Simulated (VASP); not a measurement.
Na2Al2O, 5 atoms in the cell. Symmetry: P-3m1, No. 164, trigonal system. The conventional cell has a = 4.001 Å, b = 4.001 Å, c = 6.313 Å, α = 90.00°, β = 90.00°, γ = 120.00°. Within 3.2 Å of Na (site symmetry 3m) lie 4 Al at 2.39 to 2.42 Å and 3 Na at 2.94 Å. Within 3.2 Å of Al (site symmetry 3m) lie 4 Na at 2.39 to 2.42 Å and 3 O at 2.84 Å. O (site symmetry -3m) has 6 Al at 2.84 Å and 6 Na at 3.23 Å within 3.7 Å. 

| Property | Result |
| --- | --- |
| Program | VASP 6.6.1 |
| Task | relaxation of cell and atoms |
| Functional | PBE |
| Potentials or basis | VASP PAW PBE potentials, release 64 (Na_pv, Al, O) |
| Cutoff | 600 eV |
| k mesh | 6 × 6 × 4 |
| Occupations | gaussian, width 0.1 eV |
| Spin | no spin polarisation |
| Dipole correction | no |
| Further INCAR settings | ALGO = Normal; EDIFF = 1e-06; IBRION = 2; EDIFFG = -0.04; NSW = 90; ISIF = 3 |

Potentials or basis: VASP PAW PBE potentials, release 64 (Na_pv, Al, O).

The run is started by

```console
$ cat potpaw_PBE.64/Na_pv/POTCAR potpaw_PBE.64/Al/POTCAR potpaw_PBE.64/O/POTCAR > POTCAR
$ mpirun -np 1 vasp_std > vasp.out
```

Hardware: 1 thread of AMD EPYC 7R43 64-Core Processor (Zen 3) (shared host).

Problem. Estimate the wall time of this run.

Solution. It took 11 min on 1 thread of AMD EPYC 7R43 64-Core Processor (Zen 3), with other jobs on the host, peak memory 0.21 GiB. Counts: scf iterations 269, k points 24, ion steps 27.
